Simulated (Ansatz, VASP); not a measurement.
# Two plane-wave programs on GeSe

The input INCAR:

```
SYSTEM = GeSe
PREC = Accurate
ENCUT = 500
EDIFF = 1E-7
ISMEAR = 0
SIGMA = 0.02
LREAL = .FALSE.
LASPH = .TRUE.
NELM = 120
ALGO = Normal
ISIF = 3
LWAVE = .FALSE.
LCHARG = .FALSE.
GGA = PE
IBRION = 2
NSW = 100
EDIFFG = -0.01
GGA_COMPAT = .FALSE.
NELMIN = 4
KPAR = 4
```

KPOINTS

```
Automatic mesh
0
G
  4 8 6
  0 0 0
```

The input POSCAR:

```
GeSe
1.0
   11.1666353264      0.0000000000      0.0000000000
    0.0000000000      3.8763785220      0.0000000000
    0.0000000000      0.0000000000      4.5397157549
Ge Se
4 4
Direct
    0.8740870154      0.7500000000      0.6226739924
    0.6259129846      0.2500000000      0.1226739924
    0.3740870154      0.7500000000      0.8773260076
    0.1259129846      0.2500000000      0.3773260076
    0.6475934515      0.7500000000      0.5017760495
    0.8524065485      0.2500000000      1.0017760495
    0.1475934515      0.7500000000     -0.0017760495
    0.3524065485      0.2500000000      0.4982239505
```

Input for Ansatz:

```yaml
crystal:
  lattice:
    - [11.1666353264, 0.0, 0.0]
    - [0.0, 3.876378522, 0.0]
    - [0.0, 0.0, 4.5397157549]
  atoms:
    - { symbol: Ge, position: [0.8740870154, 0.75, 0.6226739924] }
    - { symbol: Ge, position: [0.6259129846, 0.25, 0.1226739924] }
    - { symbol: Ge, position: [0.3740870154, 0.75, 0.8773260076] }
    - { symbol: Ge, position: [0.1259129846, 0.25, 0.3773260076] }
    - { symbol: Se, position: [0.6475934515, 0.75, 0.5017760495] }
    - { symbol: Se, position: [0.8524065485, 0.25, 1.0017760495] }
    - { symbol: Se, position: [0.1475934515, 0.75, -0.0017760495] }
    - { symbol: Se, position: [0.3524065485, 0.25, 0.4982239505] }
basis:
  ecutwfc: 420
kpoints:
  mp_grid: { grid: [4, 8, 6] }
hamiltonian:
  xc: pbe
scf:
  occupations: { method: gaussian, width: 0.02 }
output:
  forces: true
  stress: true
  eigenvalues: true
relax:
  adjacent_minimum: "off"
  f_tol: 0.01
  max_steps: 80
  cell: { stress_tol: 0.05 }
```

Alike in both runs: task relaxation of cell and atoms; functional PBE; k mesh 4 × 8 × 6; occupations gaussian, width 0.02 eV; no spin polarisation.

|  | VASP | Ansatz |
| --- | --- | --- |
| version | VASP 6.6.1 | Ansatz 0.2.0 |
| potentials or method | VASP PAW PBE potentials, release 64 (Ge_d, Se), cutoff 500 eV | scalar-relativistic, plane waves, PAW |
| valence electrons in the cell | 80 | 120 |

```tsv
	VASP	Ansatz	Ansatz less VASP
gap on the k mesh at the Fermi level, each at its own relaxed structure (eV)	0.88	0.89	+0.010
relaxed volume (Å³/atom)	24.60	24.56	-0.033
relaxed length of the cell vector where the two differ most in proportion (Å)	11.174	11.167	-0.0072
```

VASP's potentials hold 80 valence electrons a cell and Ansatz's 120, so a difference there can come from the potentials and not from the codes.
